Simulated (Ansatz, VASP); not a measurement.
**One calculation of Bi2Se3, two programs**

File INCAR:

```
SYSTEM = Bi2Se3
ALGO = Normal
EDIFF = 1E-6
ENCUT = 520
GGA = PS
ISIF = 2
ISMEAR = 0
LASPH = .True.
LCHARG = .True.
LELF = .True.
LREAL = Auto
LVHAR = .True.
LWAVE = .False.
NBANDS = 112
NELM = 100
PREC = Accurate
SIGMA = 0.05
```

Contents of KPOINTS:

```
k-points
0
Gamma
  3 3 3
  0 0 0
```

The input POSCAR:

```
Bi2Se3
1.0
    4.1310746735      7.1552312243      0.0000000000
   -4.1310746735      7.1552312243      0.0000000000
    0.0000000000      4.7701541496      9.5226204388
Bi Se
8 12
Direct
    0.5996675545      0.5996675545      0.2009973365
    0.5996675545      0.0996675545      0.2009973365
    0.0996675545      0.5996675545      0.2009973365
    0.0996675545      0.0996675545      0.2009973365
    0.4003324455      0.4003324455      0.7990026635
    0.4003324455      0.9003324455      0.7990026635
    0.9003324455      0.4003324455      0.7990026635
    0.9003324455      0.9003324455      0.7990026635
    0.0000000000      0.0000000000      0.0000000000
    0.0000000000      0.5000000000      0.0000000000
    0.5000000000      0.0000000000      0.0000000000
    0.5000000000      0.5000000000      0.0000000000
    0.7885254547      0.7885254547      0.6344236360
    0.7885254547      0.2885254547      0.6344236360
    0.2885254547      0.7885254547      0.6344236360
    0.2885254547      0.2885254547      0.6344236360
    0.2114745453      0.2114745453      0.3655763640
    0.2114745453      0.7114745453      0.3655763640
    0.7114745453      0.2114745453      0.3655763640
    0.7114745453      0.7114745453      0.3655763640
```

Input for Ansatz:

```yaml
crystal:
  lattice:
    - [4.1310746735, 7.1552312243, 0.0]
    - [-4.1310746735, 7.1552312243, 0.0]
    - [0.0, 4.7701541496, 9.5226204388]
  atoms:
    - { symbol: Bi, position: [0.5996675545, 0.5996675545, 0.2009973365] }
    - { symbol: Bi, position: [0.5996675545, 0.0996675545, 0.2009973365] }
    - { symbol: Bi, position: [0.0996675545, 0.5996675545, 0.2009973365] }
    - { symbol: Bi, position: [0.0996675545, 0.0996675545, 0.2009973365] }
    - { symbol: Bi, position: [0.4003324455, 0.4003324455, 0.7990026635] }
    - { symbol: Bi, position: [0.4003324455, 0.9003324455, 0.7990026635] }
    - { symbol: Bi, position: [0.9003324455, 0.4003324455, 0.7990026635] }
    - { symbol: Bi, position: [0.9003324455, 0.9003324455, 0.7990026635] }
    - { symbol: Se, position: [0.0, 0.0, 0.0] }
    - { symbol: Se, position: [0.0, 0.5, 0.0] }
    - { symbol: Se, position: [0.5, 0.0, 0.0] }
    - { symbol: Se, position: [0.5, 0.5, 0.0] }
    - { symbol: Se, position: [0.7885254547, 0.7885254547, 0.634423636] }
    - { symbol: Se, position: [0.7885254547, 0.2885254547, 0.634423636] }
    - { symbol: Se, position: [0.2885254547, 0.7885254547, 0.634423636] }
    - { symbol: Se, position: [0.2885254547, 0.2885254547, 0.634423636] }
    - { symbol: Se, position: [0.2114745453, 0.2114745453, 0.365576364] }
    - { symbol: Se, position: [0.2114745453, 0.7114745453, 0.365576364] }
    - { symbol: Se, position: [0.7114745453, 0.2114745453, 0.365576364] }
    - { symbol: Se, position: [0.7114745453, 0.7114745453, 0.365576364] }
basis:
  ecutwfc: 420
  xc_grid: 2
kpoints:
  mp_grid: { grid: [3, 3, 3], shift: [0.0, 0.0, 0.0] }
hamiltonian:
  xc: pbesol
scf:
  occupations: { method: gaussian, width: 0.05 }
output:
  forces: true
  stress: true
  eigenvalues: true
```

Alike in both runs: task single point; functional PBEsol; k mesh 3 × 3 × 3; occupations gaussian, width 0.05 eV; no spin polarisation.

|  | VASP | Ansatz |
| --- | --- | --- |
| version | VASP 6.6.1 | Ansatz 0.2.0 |
| potentials or method | VASP PAW PBE potentials, release 64 (Bi_d, Se), cutoff 520 eV | scalar-relativistic, plane waves, PAW |
| valence electrons in the cell | 192 | 312 |

```tsv
	VASP	Ansatz	Ansatz less VASP
gap on the k mesh at the Fermi level (eV)	0.12	0.12	+0.002
least direct gap on the mesh (eV)	0.12	0.12	+0.002
pressure (GPa)	0.0	0.0	-0.06
rms of the force components (eV/Å)	0.019	0.011	-0.0088
```

VASP's potentials were made for PBE, not for PBEsol. Atom by atom the forces differ by 0.009 eV/Å (rms over components). VASP's potentials hold 192 valence electrons a cell and Ansatz's 312, so a difference there can come from the potentials and not from the codes.

Spin-orbit coupling is off throughout.
